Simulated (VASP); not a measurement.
# Mo (Im-3m) in VASP: notebook

The runs below take Mo through single point, relaxation of cell and atoms, with r2SCAN.

Everything below comes from runs of VASP 6.6.1. Logs are shortened: lines on timing, memory, paths and dates and some standing lists are left out, and cuts for length are marked.

### 1 The cell of the first run

Symmetry: Im-3m, No. 229, cubic system. Conventional cell: a = 3.149 Å, b = 3.149 Å, c = 3.149 Å, α = 90.00°, β = 90.00°, γ = 90.00°. Within 3.6 Å of Mo (site symmetry m-3m) lie 14 Mo at 2.73 to 3.15 Å.

### 2 Single point, r2SCAN

The input, POSCAR:

```
Mo
1.0
   -1.5743332776      1.5743332776      1.5743332776
    1.5743332776     -1.5743332776      1.5743332776
    1.5743332776      1.5743332776     -1.5743332776
Mo
1
Direct
    0.0000000000      0.0000000000      0.0000000000
```

The input, INCAR.step1:

```
ALGO     = Normal         # electronic algorithm
EDIFF    = 1E-4           # SCF threshold, eV
ENCUT    = 520            # plane-wave cutoff, eV
GGA      = PE             # functional
ISMEAR   = 1              # smearing method
LASPH    = T              # aspherical terms in the spheres
LCHARG   = F              # write CHGCAR
LREAL    = F              # projectors in reciprocal space
LWAVE    = T              # write WAVECAR
NBANDS   = 13             # bands
NELM     = 100            # most SCF steps
PREC     = Accurate       # precision mode
SIGMA    = 0.1            # smearing width, eV
```

The input, INCAR.step2:

```
ALGO     = Normal         # electronic algorithm
EDIFF    = 1E-7           # SCF threshold, eV
ENCUT    = 520            # plane-wave cutoff, eV
ISIF     = 2              # what is computed and relaxed
ISMEAR   = 1              # smearing method
ISTART   = 1            
LASPH    = T              # aspherical terms in the spheres
LCHARG   = F              # write CHGCAR
LMIXTAU  = T            
LREAL    = F              # projectors in reciprocal space
LWAVE    = F              # write WAVECAR
METAGGA  = R2SCAN         # meta-GGA
NBANDS   = 13             # bands
NELM     = 100            # most SCF steps
PREC     = Accurate       # precision mode
SIGMA    = 0.1            # smearing width, eV
```

The input, KPOINTS:

```
k-points
0
Gamma
  9 9 9
```

Potentials or basis: VASP PAW PBE potentials, release 64 (Mo_sv).

On the command line:

```bash
$ cat potpaw_PBE.64/Mo_sv/POTCAR > POTCAR
$ cp INCAR.step1 INCAR
$ mpirun -np 1 vasp_std > vasp.out
$ cp INCAR.step2 INCAR
$ mpirun -np 1 vasp_std > vasp.out
```

OUTCAR:

```text
EDIFF = 1E-7
   ENCUT = 520
   ISIF = 2
   ISMEAR = 1
   ISTART = 1
   LASPH = T
   LREAL = F
   METAGGA = R2SCAN
   NELM = 100
   PREC = Accurate

 ion  position               nearest neighbor table
   1  0.000  0.000  0.000-

  LATTYP: Found a body centered cubic cell.
 ALAT       =     3.1486665552

  Lattice vectors:

 A1 = (  -1.5743332776,   1.5743332776,   1.5743332776)
 A2 = (   1.5743332776,  -1.5743332776,   1.5743332776)
 A3 = (   1.5743332776,   1.5743332776,  -1.5743332776)

Analysis of symmetry for initial positions (statically):
=====================================================================
 Subroutine PRICEL returns:
 Original cell was already a primitive cell.

 Routine SETGRP: Setting up the symmetry group for a
 body centered cubic supercell.

 Subroutine GETGRP returns: Found 48 space group operations
 (whereof 48 operations were pure point group operations)
 out of a pool of 48 trial point group operations.

The static configuration has the point symmetry O_h .

Analysis of symmetry for dynamics (positions and initial velocities):
=====================================================================
 Subroutine PRICEL returns:
 Original cell was already a primitive cell.

 Routine SETGRP: Setting up the symmetry group for a
 body centered cubic supercell.

 Subroutine GETGRP returns: Found 48 space group operations
 (whereof 48 operations were pure point group operations)
 out of a pool of 48 trial point group operations.

The dynamic configuration has the point symmetry O_h .

 Subroutine INISYM returns: Found 48 space group operations
 (whereof 48 operations are pure point group operations),
 and found     1 'primitive' translations

----------------------------------------------------------------------------------------

                                     Primitive cell

  volume of cell :      15.6081

  direct lattice vectors                    reciprocal lattice vectors
    -1.574333278  1.574333278  1.574333278     0.000000000  0.317594760  0.317594760
     1.574333278 -1.574333278  1.574333278     0.317594760  0.000000000  0.317594760
     1.574333278  1.574333278 -1.574333278     0.317594760  0.317594760  0.000000000

  length of vectors
     2.726825225  2.726825225  2.726825225     0.449146817  0.449146817  0.449146817

  position of ions in fractional coordinates (direct lattice)
     0.000000000  0.000000000  0.000000000

  ion indices of the primitive-cell ions
   primitive index   ion index
                 1           1

----------------------------------------------------------------------------------------

 KPOINTS: k-points

Automatic generation of k-mesh.
 Grid dimensions read from file:
 generate k-points for:    9    9    9

 Generating k-lattice:

  Cartesian coordinates                     Fractional coordinates (reciprocal lattice)
     0.000000000  0.035288307  0.035288307     0.111111111  0.000000000  0.000000000
     0.035288307  0.000000000  0.035288307     0.000000000  0.111111111  0.000000000
     0.035288307  0.035288307  0.000000000     0.000000000  0.000000000  0.111111111

  Length of vectors
     0.049905202  0.049905202  0.049905202

  Shift w.r.t. Gamma in fractional coordinates (k-lattice)
     0.000000000  0.000000000  0.000000000

 Subroutine IBZKPT returns following result:
 ===========================================

 Found     35 irreducible k-points:

 Following reciprocal coordinates:
            Coordinates               Weight
  0.000000  0.000000  0.000000      1.000000
  0.111111  0.000000  0.000000     12.000000
  0.222222  0.000000  0.000000     12.000000
  0.333333  0.000000  0.000000     12.000000
  0.444444  0.000000  0.000000     12.000000
  0.111111  0.111111  0.000000     24.000000
[... 16 lines left out ...]
 -0.333333  0.444444  0.111111     48.000000
 -0.444444 -0.444444  0.111111     24.000000
 [... further k-points ...]
   k-points           NKPTS =     35   k-points in BZ     NKDIM =     35   number of bands    NBANDS=     13
   number of dos      NEDOS =    301   number of ions     NIONS =      1
   total plane-waves  NPLWV =   8000
   dimension x,y,z NGX =    20 NGY =   20 NGZ =   20
   dimension x,y,z NGXF=    40 NGYF=   40 NGZF=   40
   ions per type =               1
   NGX,Y,Z   is equivalent  to a cutoff of  12.19, 12.19, 12.19 a.u.
   NGXF,Y,Z  is equivalent  to a cutoff of  24.39, 24.39, 24.39 a.u.
 SYSTEM =  unknown system
   PREC   = accura    normal or accurate (medium, high low for compatibility)
   ISTART =      1    job   : 0-new  1-cont  2-samecut
   ICHARG =      0    charge: 1-file 2-atom 10-const
   ISPIN  =      1    spin polarized calculation?
   LNONCOLLINEAR =      F non collinear calculations
   LSORBIT =      F    spin-orbit coupling
   LASPH  =      T    aspherical Exc in radial PAW
   ENCUT  =  520.0 eV  38.22 Ry    6.18 a.u.   5.07  5.07  5.07*2*pi/ulx,y,z
   NELM   =    100;   NELMIN=  2; NELMDL=  0     # of ELM steps
   EDIFF  = 0.1E-06   stopping-criterion for ELM
   LREAL  =      F    real-space projection
   EDIFFG = 0.1E-05   stopping-criterion for IOM
   NSW    =      0    number of steps for IOM
   IBRION =     -1    ionic relax: 0-MD 1-quasi-New 2-CG
   NFREE  =      0    steps in history (QN), initial steepest desc. (CG)
   ISIF   =      2    stress and relaxation
   ISYM   =      2    0-nonsym 1-usesym 2-fastsym
   POTIM  = 0.5000    time-step for ionic-motion
   TEBEG  =    0.0;   TEEND  =   0.0 temperature during run
   PSTRESS=    0.0 pullay stress
   NELECT =      14.0000    total number of electrons
   NUPDOWN=      -1.0000    fix difference up-down
   EMIN   =  10.00;   EMAX   =-10.00  energy-range for DOS
   EFERMI =   0.00;   METHOD = LEGACY
   ISMEAR =     1;   SIGMA  =   0.10  broadening in eV -4-tet -1-fermi 0-gaus
   EFERMI_NEDOS =   21; number of points for ismear=-14 and -15
   IALGO  =     38    algorithm
   IMIX   =      4    mixing-type and parameters
     AMIX     =   0.40;   BMIX     =  1.00
     AMIX_MAG =   1.60;   BMIX_MAG =  1.00
  volume/ion in A,a.u.               =      15.61       105.33
  Fermi-wavevector in a.u.,A,eV,Ry     =   1.578826  2.983548 33.915112  2.492690
  Thomas-Fermi vector in A             =   2.679298
   LORBIT       =      0    0 simple, 1 ext, 2 COOP (PROOUT), +10 PAW based schemes
   METAGGA = R2SCAN    functional components
   LHFCALC =     F    Hartree Fock is set to
   AEXX    =    0.0000 exact exchange contribution
   IVDW    =     0    specifies the selected vdW correction
   LEPSILON=     F    determine dielectric tensor
   LRPA    =     F    only Hartree local field effects (RPA)
 non-spin polarized calculation
 Methfessel and Paxton  Order N= 1 SIGMA  =   0.10
  energy-cutoff  :      520.00
  volume of cell :       15.61
 maximum number of plane-waves:       432
   NGX = 11   NGY = 11   NGZ = 11

 number of electron      14.0000002 magnetization

 Free energy of the ion-electron system (eV)
  ---------------------------------------------------
  ext. energy  EPLUGINS =         0.00000000
  ---------------------------------------------------
  free energy    TOTEN  =       -26.09050318 eV

  energy without entropy =      -26.08900777  energy(sigma->0) =      -26.09000471

 E-fermi :  12.5567     XC(G=0): -14.6477

 val. band max:       12.5490788678   @ k =  -0.2222   0.2222   0.1111
 cond. band min:      12.7966200416   @ k =  -0.4444   0.4444   0.2222
 fundamental gap:      0.2475411738
 Fermi energy:        12.5567047765

 k-point     1 :       0.0000    0.0000    0.0000
  band No.  band energies     occupation
      1     -50.6552      2.00000
      2     -23.1231      2.00000
      3     -23.1231      2.00000
      4     -23.1231      2.00000
      5       4.9064      2.00000
      6      11.1482      2.00000
      7      11.1482      2.00000
      8      11.1482      2.00000
      9      14.4816     -0.00000
     10      14.4816     -0.00000
     11      28.0727      0.00000
     12      28.0727      0.00000
     13      28.0727      0.00000

 k-point     2 :       0.1111    0.0000    0.0000
  band No.  band energies     occupation
      1     -50.6215      2.00000
      2     -23.3119      2.00000
      3     -23.1810      2.00000
      4     -23.1245      2.00000
      5       5.4636      2.00000
      6      10.8359      2.00000
      7      11.0740      2.00000
      8      11.6800      2.00000
      9      14.0794     -0.00000
     10      14.4910     -0.00000
     11      28.4400      0.00000
     12      29.0233      0.00000
     13      29.0543      0.00000

 k-point     3 :       0.2222    0.0000    0.0000
  band No.  band energies     occupation
      1     -50.5352      2.00000
      2     -23.7746      2.00000
      3     -23.3252      2.00000
      4     -23.1282      2.00000
      5       6.7263      2.00000
      6      10.1311      2.00000
      7      10.8664      2.00000
      8      13.1813     -0.00000
      9      13.8230     -0.00000
     10      14.5884      0.00000
     11      28.3817      0.00000
     12      29.7945      0.00000
     13      31.5943      0.00000
[... 305 lines left out ...]
 k-point    23 :      -0.3333    0.4444    0.1111
  band No.  band energies     occupation
      1     -50.3414      2.00000
      2     -24.3657      2.00000
      3     -23.7587      2.00000
      4     -23.3630      2.00000
      5       8.2769      2.00000
      6       9.7018      2.00000
      7      10.7700      2.00000
      8      13.2612     -0.00000
      9      15.6383      0.00000
     10      18.1062      0.00000
     11      25.8906      0.00000
     12      28.2305      0.00000
     13      30.9841      0.00000

 k-point    24 :      -0.4444   -0.4444    0.1111
  band No.  band energies     occupation
      1     -50.3106      2.00000
      2     -24.4791      2.00000
      3     -23.8356      2.00000
      4     -23.3620      2.00000
      5       8.0294      2.00000
      6       9.9305      2.00000
      7      10.6343      2.00000
      8      13.4353     -0.00000
      9      16.4186      0.00000
     10      19.9900      0.00000
     11      24.1063      0.00000
     12      27.1016      0.00000
     13      30.0496      0.00000

 [... further k-points ...]

------------------------ aborting loop because EDIFF is reached ----------------------------------------

  FORCE on cell =-STRESS in cart. coord.  units (eV):
  Direction    XX          YY          ZZ          XY          YZ          ZX
  --------------------------------------------------------------------------------------
  -------------------------------------------------------------------------------------
  Total        0.1116363      0.1116363      0.1116363     -0.0000000     -0.0000000      0.0000000
  in kB       11.4595042     11.4595042     11.4595042     -0.0000000     -0.0000000      0.0000000
  external PRESSURE =      11.4595042 kB  Pullay stress =       0.0000000 kB

 VOLUME and BASIS-vectors are now :
 -----------------------------------------------------------------------------
  energy-cutoff  :      520.00
  volume of cell :       15.61
      direct lattice vectors                 reciprocal lattice vectors
    -1.574333278  1.574333278  1.574333278     0.000000000  0.317594760  0.317594760
     1.574333278 -1.574333278  1.574333278     0.317594760  0.000000000  0.317594760
     1.574333278  1.574333278 -1.574333278     0.317594760  0.317594760  0.000000000

 POSITION                                       TOTAL-FORCE (eV/Angst)
 -----------------------------------------------------------------------------------
      0.00000      0.00000      0.00000         0.000000     -0.000000     -0.000000
 -----------------------------------------------------------------------------------
    total drift:                                0.000000      0.000000      0.000000

  FREE ENERGIE OF THE ION-ELECTRON SYSTEM (eV)
  ---------------------------------------------------
  free  energy   TOTEN  =       -26.0905031755 eV

  energy  without entropy=      -26.0890077731  energy(sigma->0) =      -26.09000471
```

It took 13 s on 1 thread of Intel Xeon 6975P-C (Granite Rapids), shared host; peak memory 0.13 GiB.

What came out:

```
Free energy            : -26.0905 eV
Pressure               : 1.1 GPa
Band gap on the k mesh : zero (band 7 reaches 15.97 eV, above the bottom of band 8 at 11.15 eV)
```

Caveat: the PAW data sets were made with another functional, which shifts forces and pressure a little.

(Continued in part 2 of 2.)
